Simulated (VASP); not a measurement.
Set up this calculation in VASP 6.6.1, as the native input.

```
Task                   : relaxation of cell and atoms
Functional             : PBE
Potentials or basis    : VASP PAW PBE potentials, release 64 (Pt)
Cutoff                 : 500 eV
k mesh                 : 10 × 10 × 10
Occupations            : gaussian, width 0.05 eV
Spin                   : no spin polarisation
Target pressure        : 15 GPa
Dipole correction      : no
Further INCAR settings : ALGO = Normal; EDIFF = 1e-07; IBRION = 2; EDIFFG = -0.01; NSW = 80; ISIF = 3
```

The structure of Pt lies in POSCAR:

```
Pt
1.0
    2.5500000000      0.0000000000      0.0000000000
    0.0000000000      2.5500000000      0.0000000000
    0.0000000000      0.0000000000      2.5500000000
Pt
1
Direct
    0.0000000000      0.0000000000      0.0000000000
```

The input as run:

INCAR

```
SYSTEM = Pt
  PREC = Accurate
  ENCUT = 500
  EDIFF = 1E-7
  ISMEAR = 0
  SIGMA = 0.05
  LREAL = .False.
  LASPH = .True.
  NELM = 120
  ALGO = Normal
  ISIF = 3
  LWAVE = .False.
  LCHARG = .False.
  GGA = PE
  IBRION = 2
  NSW = 80
  EDIFFG = -0.01
  PSTRESS = 150.0
  GGA_COMPAT = .False.
  NELMIN = 4
```

KPOINTS

```
regular mesh
0
Gamma
  10 10 10
  0 0 0
```

Potentials or basis: VASP PAW PBE potentials, release 64 (Pt).

The run is started by

```console
$ cat potpaw_PBE.64/Pt/POTCAR > POTCAR
$ mpirun -np 1 vasp_std > vasp.out
```

It gave:

| Item | Value |
| --- | --- |
| Relaxed volume | 16.86 Å³/atom |
| Relaxed cell | a = 2.564 Å, b = 2.564 Å, c = 2.564 Å, α = 90.00°, β = 90.00°, γ = 90.00° |
| Space group after relaxing (to 0.05 Å) | Pm-3m (No. 221) |
| Energy change on relaxing (the enthalpy is what falls) | -29.6 meV/atom |
| Ionic steps | 3 |
| Pressure after relaxing | 14.9 GPa |
| Band gap on the k mesh | zero (band 5 reaches 11.64 eV, above the bottom of band 6 at 8.10 eV) |

Caveat: the cell is relaxed towards a set pressure, so the enthalpy falls and the energy may rise; spin-orbit coupling is left out, which moves the levels of the heavy elements.

Run time: 33 s on 1 thread of Intel Xeon 8259CL, with other jobs on the host, peak memory 0.13 GiB.
